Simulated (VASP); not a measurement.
# WSe2 in VASP: further runs

Runs on WSe2. Level: LDA. Tasks: single point.

Program: VASP 6.6.1. These are calculated values, not measurements. Logs are shortened: lines on timing, memory, paths and dates and some standing lists are left out, and cuts for length are marked.

**1. The cell of the first run**

The cell holds a slab with vacuum, 3 atoms: a = 3.318 Å, b = 3.318 Å, c = 16.658 Å, α = 90.00°, β = 90.00°, γ = 120.00°.

**2. Single point, LDA (atoms displaced along a vibrational mode)**

Input file INCAR:

```
SYSTEM = WSe2
PREC     = Accurate       ! precision mode
ENCUT    = 520            ! plane-wave cutoff, eV
EDIFF    = 1E-6           ! SCF threshold, eV
ISMEAR   = 0              ! smearing method
SIGMA    = 0.05           ! smearing width, eV
LREAL    = .False.        ! projectors in reciprocal space
LASPH    = .True.         ! aspherical terms in the spheres
NELM     = 60             ! most SCF steps
ALGO     = Normal         ! electronic algorithm
ISIF     = 2              ! what is computed and relaxed
LWAVE    = .False.        ! write WAVECAR
LCHARG   = .False.        ! write CHGCAR
NBANDS   = 20             ! bands
```

Input file KPOINTS:

```
regular mesh
0
Gamma
  12 12 2
  0 0 0
```

Input file POSCAR:

```
WSe2
1.0
    3.3179375931      0.0000000000      0.0000000000
   -1.6589687966      2.8734182438      0.0000000000
    0.0000000000      0.0000000000     16.6581424200
W Se
1 2
Direct
    0.0000000000      0.0000000000      0.0000000000
    0.2324855892      0.5928409941      0.0997865200
    0.4341810775      0.7404923392      0.9002134800
```

Potentials or basis: VASP PAW LDA potentials, release 64 (W_sv, Se).

Command:

```
$ cat potpaw_LDA.64/W_sv/POTCAR potpaw_LDA.64/Se/POTCAR > POTCAR
$ mpirun -np 1 vasp_std > vasp.out
```

OUTCAR:

```text
SYSTEM = WSe2
   PREC = Accurate
   ENCUT = 520
   EDIFF = 1E-6
   ISMEAR = 0
   LREAL = .False.
   LASPH = .True.
   NELM = 60
   ISIF = 2

 ion  position               nearest neighbor table
   1  0.000  0.000  0.000-   3 2.33   2 2.39   2 2.50   3 2.61   3 2.71   2 2.76
   2  0.232  0.593  0.100-   1 2.39   1 2.50   1 2.76
   3  0.434  0.740  0.900-   1 2.33   1 2.61   1 2.71

  LATTYP: Found a hexagonal cell.
 ALAT       =     3.3179375931
 C/A-ratio  =     5.0206316281

  Lattice vectors:

 A1 = (   3.3179375931,   0.0000000000,   0.0000000000)
 A2 = (  -1.6589687966,   2.8734182438,   0.0000000000)
 A3 = (   0.0000000000,   0.0000000000,  16.6581424200)

Analysis of symmetry for initial positions (statically):
=====================================================================
 Subroutine PRICEL returns:
 Original cell was already a primitive cell.

 Routine SETGRP: Setting up the symmetry group for a
 hexagonal supercell.

 Subroutine GETGRP returns: Found  1 space group operations
 (whereof  1 operations were pure point group operations)
 out of a pool of 24 trial point group operations.

The static configuration has the point symmetry C_1 .

Analysis of symmetry for dynamics (positions and initial velocities):
=====================================================================
 Subroutine PRICEL returns:
 Original cell was already a primitive cell.

 Routine SETGRP: Setting up the symmetry group for a
 hexagonal supercell.

 Subroutine GETGRP returns: Found  1 space group operations
 (whereof  1 operations were pure point group operations)
 out of a pool of 24 trial point group operations.

The dynamic configuration has the point symmetry C_1 .

 Subroutine INISYM returns: Found  1 space group operations
 (whereof  1 operations are pure point group operations),
 and found     1 'primitive' translations

----------------------------------------------------------------------------------------

                                     Primitive cell

  volume of cell :     158.8158

  direct lattice vectors                    reciprocal lattice vectors
     3.317937593  0.000000000  0.000000000     0.301392046  0.174008779  0.000000000
    -1.658968797  2.873418244  0.000000000     0.000000000  0.348017558  0.000000000
     0.000000000  0.000000000 16.658142420     0.000000000  0.000000000  0.060030703

  length of vectors
     3.317937593  3.317937593 16.658142420     0.348017558  0.348017558  0.060030703

  position of ions in fractional coordinates (direct lattice)
     0.000000000  0.000000000  0.000000000
     0.232485589  0.592840994  0.099786520
     0.434181077  0.740492339  0.900213480

  ion indices of the primitive-cell ions
   primitive index   ion index
                 1           1
                 2           2
                 3           3

----------------------------------------------------------------------------------------

 KPOINTS: regular mesh

Automatic generation of k-mesh.
 Grid dimensions read from file:
 generate k-points for:   12   12    2

 Generating k-lattice:

  Cartesian coordinates                     Fractional coordinates (reciprocal lattice)
     0.025116004  0.014500732  0.000000000     0.083333333  0.000000000  0.000000000
     0.000000000  0.029001463  0.000000000     0.000000000  0.083333333  0.000000000
     0.000000000  0.000000000  0.030015351     0.000000000  0.000000000  0.500000000

  Length of vectors
     0.029001463  0.029001463  0.030015351

  Shift w.r.t. Gamma in fractional coordinates (k-lattice)
     0.000000000  0.000000000  0.000000000

 Subroutine IBZKPT returns following result:
 ===========================================

 Found    148 irreducible k-points:

 Following reciprocal coordinates:
            Coordinates               Weight
  0.000000  0.000000  0.000000      1.000000
  0.083333  0.000000  0.000000      2.000000
  0.000000  0.083333  0.000000      2.000000
 -0.083333  0.083333  0.000000      2.000000
  0.166667  0.000000  0.000000      2.000000
  0.000000  0.166667  0.000000      2.000000
[... 16 lines left out ...]
  0.166667  0.083333  0.000000      2.000000
 -0.083333  0.250000  0.000000      2.000000
 [... further k-points ...]
   k-points           NKPTS =    148   k-points in BZ     NKDIM =    148   number of bands    NBANDS=     20
   number of dos      NEDOS =    301   number of ions     NIONS =      3
   total plane-waves  NPLWV =  98784
   dimension x,y,z NGX =    28 NGY =   28 NGZ =  126
   dimension x,y,z NGXF=    56 NGYF=   56 NGZF=  252
   ions per type =               1   2
   NGX,Y,Z   is equivalent  to a cutoff of  14.03, 14.03, 12.57 a.u.
   NGXF,Y,Z  is equivalent  to a cutoff of  28.06, 28.06, 25.15 a.u.
 SYSTEM =  WSe2
   PREC   = accura    normal or accurate (medium, high low for compatibility)
   ISTART =      0    job   : 0-new  1-cont  2-samecut
   ICHARG =      2    charge: 1-file 2-atom 10-const
   ISPIN  =      1    spin polarized calculation?
   LNONCOLLINEAR =      F non collinear calculations
   LSORBIT =      F    spin-orbit coupling
   LASPH  =      T    aspherical Exc in radial PAW
   ENCUT  =  520.0 eV  38.22 Ry    6.18 a.u.   6.17  6.17 30.97*2*pi/ulx,y,z
   NELM   =     60;   NELMIN=  2; NELMDL= -5     # of ELM steps
   EDIFF  = 0.1E-05   stopping-criterion for ELM
   LREAL  =      F    real-space projection
   EDIFFG = 0.1E-04   stopping-criterion for IOM
   NSW    =      0    number of steps for IOM
   IBRION =     -1    ionic relax: 0-MD 1-quasi-New 2-CG
   NFREE  =      0    steps in history (QN), initial steepest desc. (CG)
   ISIF   =      2    stress and relaxation
   ISYM   =      2    0-nonsym 1-usesym 2-fastsym
   POTIM  = 0.5000    time-step for ionic-motion
   TEBEG  =    0.0;   TEEND  =   0.0 temperature during run
   PSTRESS=    0.0 pullay stress
   NELECT =      26.0000    total number of electrons
   NUPDOWN=      -1.0000    fix difference up-down
   EMIN   =  10.00;   EMAX   =-10.00  energy-range for DOS
   EFERMI =   0.00;   METHOD = LEGACY
   ISMEAR =     0;   SIGMA  =   0.05  broadening in eV -4-tet -1-fermi 0-gaus
   EFERMI_NEDOS =   21; number of points for ismear=-14 and -15
   IALGO  =     38    algorithm
   IMIX   =      4    mixing-type and parameters
     AMIX     =   0.40;   BMIX     =  1.00
     AMIX_MAG =   1.60;   BMIX_MAG =  1.00
  volume/ion in A,a.u.               =      52.94       357.25
  Fermi-wavevector in a.u.,A,eV,Ry     =   0.895574  1.692389 10.912587  0.802053
  Thomas-Fermi vector in A             =   2.017923
   LORBIT       =      0    0 simple, 1 ext, 2 COOP (PROOUT), +10 PAW based schemes
   GGA     = CA    functional components
   LHFCALC =     F    Hartree Fock is set to
   AEXX    =    0.0000 exact exchange contribution
   IVDW    =     0    specifies the selected vdW correction
   LEPSILON=     F    determine dielectric tensor
   LRPA    =     F    only Hartree local field effects (RPA)
 non-spin polarized calculation
 Gauss-broadening in eV      SIGMA  =   0.05
  energy-cutoff  :      520.00
  volume of cell :      158.82
 maximum number of plane-waves:      4302
 NGX is ok and might be reduce to    28
   NGX = 13   NGY = 13   NGZ = 61

 number of electron      25.9999999 magnetization

 Free energy of the ion-electron system (eV)
  ---------------------------------------------------
  ext. energy  EPLUGINS =         0.00000000
  ---------------------------------------------------
  free energy    TOTEN  =       -23.34048059 eV

  energy without entropy =      -23.34048059  energy(sigma->0) =      -23.34048059

 E-fermi :  -0.6878     XC(G=0):  -4.8670

 val. band max:       -0.9624433974   @ k =   0.3333   0.3333   0.0000
 cond. band min:       0.4061880720   @ k =   0.3333   0.3333   0.5000
 fundamental gap:      1.3686314695
 Fermi energy:        -0.6878044119

 k-point     1 :       0.0000    0.0000    0.0000
  band No.  band energies     occupation
      1     -74.6358      2.00000
      2     -39.1645      2.00000
      3     -39.0511      2.00000
      4     -39.0280      2.00000
      5     -15.8162      2.00000
      6     -14.5265      2.00000
[... 12 lines left out ...]
     19       4.1250      0.00000
     20       4.5073      0.00000

 k-point     2 :       0.0833    0.0000    0.0000
  band No.  band energies     occupation
      1     -74.6351      2.00000
      2     -39.1619      2.00000
      3     -39.0653      2.00000
      4     -39.0318      2.00000
      5     -15.7159      2.00000
      6     -14.4776      2.00000
[... 12 lines left out ...]
     19       4.2628      0.00000
     20       4.7803      0.00000

 k-point     3 :       0.0000    0.0833    0.0000
  band No.  band energies     occupation
      1     -74.6351      2.00000
      2     -39.1618      2.00000
      3     -39.0609      2.00000
      4     -39.0365      2.00000
      5     -15.7154      2.00000
      6     -14.4780      2.00000
[... 12 lines left out ...]
     19       4.2679      0.00000
     20       4.8094      0.00000

 k-point     4 :      -0.0833    0.0833    0.0000
  band No.  band energies     occupation
      1     -74.6351      2.00000
      2     -39.1617      2.00000
      3     -39.0564      2.00000
      4     -39.0411      2.00000
      5     -15.7149      2.00000
      6     -14.4785      2.00000
[... 12 lines left out ...]
     19       4.2742      0.00000
     20       4.8326      0.00000

 k-point     5 :       0.1667    0.0000    0.0000
  band No.  band energies     occupation
      1     -74.6334      2.00000
      2     -39.1554      2.00000
      3     -39.1038      2.00000
      4     -39.0416      2.00000
      5     -15.4283      2.00000
      6     -14.3386      2.00000
[... 12 lines left out ...]
     19       4.6432      0.00000
     20       5.3546      0.00000

 k-point     6 :       0.0000    0.1667    0.0000
  band No.  band energies     occupation
      1     -74.6334      2.00000
      2     -39.1546      2.00000
      3     -39.0957      2.00000
      4     -39.0508      2.00000
      5     -15.4264      2.00000
      6     -14.3402      2.00000
[... 12 lines left out ...]
     19       4.6517      0.00000
     20       5.4256      0.00000

 k-point     7 :      -0.1667    0.1667    0.0000
  band No.  band energies     occupation
      1     -74.6334      2.00000
      2     -39.1540      2.00000
      3     -39.0873      2.00000
      4     -39.0602      2.00000
      5     -15.4245      2.00000
      6     -14.3419      2.00000
[... 12 lines left out ...]
     19       4.6641      0.00000
     20       5.4788      0.00000
[... 277 lines left out ...]
 k-point    20 :       0.0833    0.0833    0.0000
  band No.  band energies     occupation
      1     -74.6340      2.00000
      2     -39.1572      2.00000
      3     -39.0904      2.00000
      4     -39.0401      2.00000
      5     -15.5218      2.00000
      6     -14.3834      2.00000
[... 12 lines left out ...]
     19       4.5277      0.00000
     20       5.2415      0.00000

 k-point    21 :      -0.0833    0.1667    0.0000
  band No.  band energies     occupation
      1     -74.6339      2.00000
      2     -39.1564      2.00000
      3     -39.0728      2.00000
      4     -39.0589      2.00000
      5     -15.5189      2.00000
      6     -14.3861      2.00000
[... 12 lines left out ...]
     19       4.5344      0.00000
     20       5.3157      0.00000

 k-point    22 :      -0.1667    0.0833    0.0000
  band No.  band energies     occupation
      1     -74.6339      2.00000
      2     -39.1569      2.00000
      3     -39.0854      2.00000
      4     -39.0456      2.00000
      5     -15.5203      2.00000
      6     -14.3848      2.00000
[... 12 lines left out ...]
     19       4.5336      0.00000
     20       5.2765      0.00000

 k-point    23 :       0.1667    0.0833    0.0000
  band No.  band energies     occupation
      1     -74.6319      2.00000
      2     -39.1541      2.00000
      3     -39.1307      2.00000
      4     -39.0521      2.00000
      5     -15.1615      2.00000
      6     -14.2102      2.00000
[... 12 lines left out ...]
     19       4.9971      0.00000
     20       5.7851      0.00000

 k-point    24 :      -0.0833    0.2500    0.0000
  band No.  band energies     occupation
      1     -74.6319      2.00000
      2     -39.1484      2.00000
      3     -39.1200      2.00000
      4     -39.0694      2.00000
      5     -15.1558      2.00000
      6     -14.2155      2.00000
[... 12 lines left out ...]
     19       4.9938      0.00000
     20       5.8776      0.00000

 [... further k-points ...]
[... 5 lines left out ...]
  --------------------------------------------------------------------------------------
  -------------------------------------------------------------------------------------
  Total       -1.1584832     -1.2079510      2.1253320      0.0768843      5.7671476      5.7726900
  in kB      -11.6870986    -12.1861427     21.4409353      0.7756300     58.1805760     58.2364902
  external PRESSURE =      -0.8107687 kB  Pullay stress =       0.0000000 kB

 VOLUME and BASIS-vectors are now :
 -----------------------------------------------------------------------------
  energy-cutoff  :      520.00
  volume of cell :      158.82
      direct lattice vectors                 reciprocal lattice vectors
     3.317937593  0.000000000  0.000000000     0.301392046  0.174008779  0.000000000
    -1.658968797  2.873418244  0.000000000     0.000000000  0.348017558  0.000000000
     0.000000000  0.000000000 16.658142420     0.000000000  0.000000000  0.060030703

 POSITION                                       TOTAL-FORCE (eV/Angst)
 -----------------------------------------------------------------------------------
      0.00000      0.00000      0.00000         1.189466      0.002682      0.289945
     -0.21213      1.70348      1.66226         1.141779      1.733468      0.497809
      0.21213      2.12774     14.99588        -2.331245     -1.736150     -0.787753
 -----------------------------------------------------------------------------------
    total drift:                                0.000034     -0.000177     -0.000001

  FREE ENERGIE OF THE ION-ELECTRON SYSTEM (eV)
  ---------------------------------------------------
  free  energy   TOTEN  =       -23.3404805877 eV

  energy  without entropy=      -23.3404805877  energy(sigma->0) =      -23.34048059
```

It took 11 min on 1 thread of Intel Xeon Platinum 8259CL at 2.50GHz (Skylake/Cascade Lake), shared host; peak memory 0.58 GiB.

What came out:

```yaml
Free_energy: -23.3405 eV
Largest_force: 3.012 eV/Å
Band_gap_on_the_k_mesh: 1.37 eV
```

Forces in eV/Å, atoms in the order of the input:
```
W    1.189  0.003  0.290
Se   1.142  1.733  0.498
Se  -2.331 -1.736 -0.788
```

Caveat: the cell differs from its parent crystal (atoms displaced along a vibrational mode); there is no dipole correction, which matters where the two faces differ; spin-orbit coupling is left out, which moves the levels of the heavy elements.

(Part 1 of 2 ends here.)
